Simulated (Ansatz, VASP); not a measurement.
## ScF3: VASP beside Ansatz

File INCAR:

```
SYSTEM = ScF3
PREC = Accurate
ENCUT = 520
EDIFF = 1E-6
ISMEAR = 0
SIGMA = 0.01
LREAL = .False.
LASPH = .True.
NELM = 100
ALGO = Normal
ISIF = 2
LWAVE = .False.
LCHARG = .True.
LELF = .True.
LVHAR = .True.
NBANDS = 24
```

File KPOINTS:

```
Automatic mesh
0
Gamma
  4 4 4
  0 0 0
```

File POSCAR:

```
ScF3
1.0
    4.0125000000      0.0000000000      0.0000000000
    0.0000000000      4.0125000000      0.0000000000
    0.0000000000      0.0000000000      4.0125000000
Sc F
1 3
Direct
    0.0000000000      0.0000000000      0.0000000000
    0.5000000000      0.0000000000      0.0000000000
    0.0000000000      0.5000000000      0.0000000000
    0.0000000000      0.0000000000      0.5000000000
```

Input for Ansatz:

```yaml
crystal:
  lattice:
    - [4.0125, 0.0, 0.0]
    - [0.0, 4.0125, 0.0]
    - [0.0, 0.0, 4.0125]
  atoms:
    - { symbol: Sc, position: [0.0, 0.0, 0.0] }
    - { symbol: F, position: [0.5, 0.0, 0.0] }
    - { symbol: F, position: [0.0, 0.5, 0.0] }
    - { symbol: F, position: [0.0, 0.0, 0.5] }
basis:
  ecutwfc: 550.0
kpoints:
  mp_grid:
    grid: [4, 4, 4]
hamiltonian:
  xc: lda
scf:
  occupations:
    method: fixed
output:
  eigenvalues: true
```

Alike in both runs: task single point; functional LDA; k mesh 4 × 4 × 4; no spin polarisation.

|  | VASP | Ansatz |
| --- | --- | --- |
| version | VASP 6.6.1 | Ansatz 0.2.0 |
| potentials or method | VASP PAW LDA potentials, release 64 (Sc_sv, F), cutoff 520 eV | plane waves, PAW |
| occupations | gaussian, width 0.01 eV | fixed |
| valence electrons in the cell | 32 | 32 |

```tsv
	VASP	Ansatz	Ansatz less VASP
gap on the k mesh at the Fermi level (eV)	6.18	6.21	+0.028
```

LDA's correlation is that of Perdew and Zunger in VASP and of Perdew and Wang (1992) in Ansatz.
